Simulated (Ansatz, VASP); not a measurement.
## Si2S3 in VASP and in Ansatz

```xyz
5
Lattice="3.4350 0.0000 0.0000 -1.7175 2.9748 0.0000 0.0000 0.0000 9.4112" Properties=species:S:1:pos:R:3 pbc="T T T"
Si    0.0000    1.9832    1.5162
Si    1.7175    0.9916    7.8950
S     0.0000    0.0000    0.0000
S     0.0000    1.9832    6.6527
S     1.7175    0.9916    2.7584
```

Alike in both runs: functional PBE; k mesh 12 × 12 × 4; occupations gaussian, width 0.1 eV; no spin polarisation.

Ansatz relaxed the structure, and its values are those at the end. VASP's run is a single point on that final structure, the one shown.

```csv
,VASP,Ansatz
version,VASP 6.6.1,Ansatz 0.2.0
potentials or method,"VASP PAW PBE potentials, release 64 (Si, S), cutoff 520 eV","scalar-relativistic, plane waves, PAW"
valence electrons in the cell,26,26
```

|  | VASP | Ansatz | Ansatz less VASP |
| --- | --- | --- | --- |
| gap on the k mesh at the Fermi level (eV) | none | none | - |
| pressure (GPa) | -0.1 | 0.0 | +0.14 |
| rms of the force components (eV/Å) | 0.010 | 0.000 | -0.0096 |

A gap of «none» marks a metal or a gap that the smearing closes. With one functional, cell and mesh, what is left measures potentials, basis and numerics.
